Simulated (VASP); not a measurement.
**Sr8Zr5Ti3O24: single point with PBEsol**

Sr8Zr5Ti3O24:

```
Sr Zr Ti O
1.0
     8.03828    0.00000    0.00000
     0.00000    8.03828    0.00000
     0.00000    0.00000    8.03828
Sr Zr Ti O
8 5 3 24
Direct
  0.00475 0.98164 0.00737
  0.98065 0.98968 0.49982
  0.00532 0.49767 0.00170
  0.98849 0.51955 0.49642
  0.50799 0.98019 0.00732
  0.49251 0.00396 0.49791
  0.51497 0.51043 0.00478
  0.48985 0.51979 0.49704
  0.25049 0.24939 0.25016
  0.24927 0.24957 0.75015
  0.25098 0.75007 0.75047
  0.75110 0.25083 0.24848
  0.74910 0.25031 0.74888
  0.23710 0.75020 0.25181
  0.73790 0.74807 0.26110
  0.75138 0.75158 0.76277
  0.29470 0.29823 0.00045
  0.20530 0.20045 0.49908
  0.23643 0.71533 0.00839
  0.26773 0.78440 0.49196
  0.68960 0.23351 0.99873
  0.81010 0.26442 0.49799
  0.76076 0.77061 0.99420
  0.74061 0.72703 0.49161
  0.00091 0.23637 0.19214
  0.99870 0.21872 0.80543
  0.00531 0.76660 0.26280
  0.99220 0.78026 0.73581
  0.50152 0.26682 0.30516
  0.50017 0.27858 0.69208
  0.50743 0.73486 0.23647
  0.50883 0.71787 0.76180
  0.26949 0.99045 0.21260
  0.28714 0.99839 0.79144
  0.23559 0.51033 0.28877
  0.21402 0.50113 0.70792
  0.73976 0.99040 0.26632
  0.72062 0.98927 0.72248
  0.76938 0.50993 0.22339
  0.78095 0.50877 0.76857
```

* Program: VASP 6.6.1
* Task: single point
* Functional: PBEsol
* Potentials or basis: VASP PAW PBE potentials, release 64 (Sr_sv, Zr_sv, Ti_sv, O)
* Cutoff: 700 eV
* k mesh: 1 × 1 × 1, shifted
* Occupations: fermi-dirac, width 0.05 eV
* Spin: no spin polarisation
* Dipole correction: no
* Further INCAR settings: LREAL = Auto; ALGO = Normal; EDIFF = 1e-06; NBANDS = 186; ISYM = -1

```yaml
Pressure: 0.4 GPa
Largest_force: 0.054 eV/Å
Band_gap_on_the_k_mesh: 3.17 eV
```

Forces in eV/Å, atoms in the order of the input:
```
Sr  -0.001 -0.010 -0.002
Sr   0.001 -0.007 -0.004
Sr   0.000  0.003 -0.003
Sr   0.000  0.002 -0.007
Sr   0.006 -0.002  0.000
Sr   0.006 -0.010 -0.005
Sr   0.007  0.003 -0.006
Sr   0.011  0.009  0.001
Zr   0.000  0.006  0.001
Zr  -0.001  0.000  0.003
Zr   0.002 -0.001 -0.007
Zr  -0.006  0.001  0.001
Zr  -0.001 -0.003  0.000
Ti   0.042  0.006 -0.009
Ti   0.033  0.001 -0.036
Ti  -0.006 -0.003 -0.037
O   -0.015 -0.021 -0.002
O    0.013  0.019  0.000
O    0.010  0.008 -0.006
O   -0.011 -0.006  0.014
O    0.014  0.006 -0.002
O   -0.012 -0.005  0.002
O    0.007 -0.010  0.043
O   -0.007  0.006  0.053
O    0.004  0.003  0.010
O    0.001  0.012 -0.010
O   -0.042 -0.006  0.005
O    0.011 -0.007  0.010
O    0.001 -0.005 -0.011
O   -0.002 -0.008  0.011
O   -0.048  0.004  0.008
O   -0.011  0.013  0.001
O   -0.010  0.015  0.008
O   -0.011  0.006 -0.008
O    0.006 -0.026 -0.011
O    0.010 -0.002  0.011
O    0.006  0.021 -0.012
O    0.005  0.020  0.008
O   -0.002 -0.017  0.002
O   -0.009 -0.014 -0.012
```

Stress tensor (GPa, compression positive):
```
 0.56 -0.35 -0.20
-0.35  0.50 -0.38
-0.20 -0.38  0.24
```

Levels at points of the mesh, in eV from the valence-band top:
```tsv
k point	band 156	band 157	band 158	band 159	band 160	band 161	band 162	band 163	band 164	band 165
(0.25, 0.25, 0.25)	-0.10	-0.07	-0.05	-0.02	0.00	3.17	3.37	3.44	3.62	3.66
```

Run time: 3.7 min on 1 thread of Intel(R) Xeon(R) 6975P-C (Granite Rapids), on a shared host, peak memory 0.75 GiB.

Caveat: the PAW data sets were made with another functional, which shifts forces and pressure a little; a shifted mesh leaves out Γ, where band edges can lie. A k mesh can miss the band edges.
